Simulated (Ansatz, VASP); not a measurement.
**TaN: VASP beside Ansatz**

```
CELL_PARAMETERS angstrom
0.00000 2.20853 2.20853
2.20853 0.00000 2.20853
2.20853 2.20853 0.00000
ATOMIC_POSITIONS crystal
Ta 0.50000 0.50000 0.50000
N 0.00000 0.00000 0.00000
```

Alike in both runs: task electric field gradients; functional PBE; k mesh 11 × 11 × 11; occupations fermi-dirac, width 0.02 eV; no spin polarisation.

|  | VASP | Ansatz |
| --- | --- | --- |
| version | VASP 6.6.1 | Ansatz 0.2.0 |
| potentials or method | VASP PAW PBE potentials, release 64 (Ta_pv, N), cutoff 520 eV | all-electron PAW with datasets made for the crystal, scalar-relativistic |

```tsv
	VASP	Ansatz	Ansatz less VASP
pressure (GPa)	0.8	0.2	-0.63
```

Ansatz ran all-electron here, and VASP with PAW potentials.

Spin-orbit coupling is off throughout.
